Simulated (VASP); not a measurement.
Input of a VASP 6.6.1 run:

POSCAR

```
Pd
1.0
   -1.5617284606      1.5617284606      1.5617284606
    1.5617284606     -1.5617284606      1.5617284606
    1.5617284606      1.5617284606     -1.5617284606
Pd
1
Direct
    0.0000000000      0.0000000000      0.0000000000
```

Contents of INCAR.step1:

```
SYSTEM = Pd
PREC     = Accurate       ! precision mode
ENCUT    = 520            ! plane-wave cutoff, eV
ISMEAR   = -1             ! smearing method
SIGMA    = 0.05           ! smearing width, eV
LREAL    = .False.        ! projectors in reciprocal space
LASPH    = .True.         ! aspherical terms in the spheres
NELM     = 80             ! most SCF steps
NBANDS   = 11             ! bands
GGA      = PE             ! functional
ALGO     = Normal         ! electronic algorithm
EDIFF    = 1E-4           ! SCF threshold, eV
LWAVE    = .True.         ! write WAVECAR
LCHARG   = .False.        ! write CHGCAR
```

Contents of INCAR.step2:

```
SYSTEM = Pd
PREC     = Accurate       ! precision mode
ENCUT    = 520            ! plane-wave cutoff, eV
EDIFF    = 1E-7           ! SCF threshold, eV
ISMEAR   = -1             ! smearing method
SIGMA    = 0.05           ! smearing width, eV
LREAL    = .False.        ! projectors in reciprocal space
LASPH    = .True.         ! aspherical terms in the spheres
NELM     = 80             ! most SCF steps
ALGO     = Normal         ! electronic algorithm
ISIF     = 2              ! what is computed and relaxed
LWAVE    = .False.        ! write WAVECAR
LCHARG   = .False.        ! write CHGCAR
METAGGA  = R2SCAN         ! meta-GGA
LMIXTAU  = .True.       
NBANDS   = 11             ! bands
ISTART   = 1
```

Contents of KPOINTS:

```
regular mesh
0
Gamma
  10 10 10
  0 0 0
```

Potentials or basis: VASP PAW PBE potentials, release 64 (Pd).

The run is started by

```sh
$ cat potpaw_PBE.64/Pd/POTCAR > POTCAR
$ cp INCAR.step1 INCAR
$ mpirun -np 1 vasp_std > vasp.out
$ cp INCAR.step2 INCAR
$ mpirun -np 1 vasp_std > vasp.out
```

Task: Estimate the band gap on the k mesh.

Result: Zero (band 5 reaches 9.69 eV, above the bottom of band 6 at 8.09 eV).

Task: Predict the pressure.

Result: -1.6 GPa.

Caveat: the PAW data sets were made with another functional, which shifts forces and pressure a little.
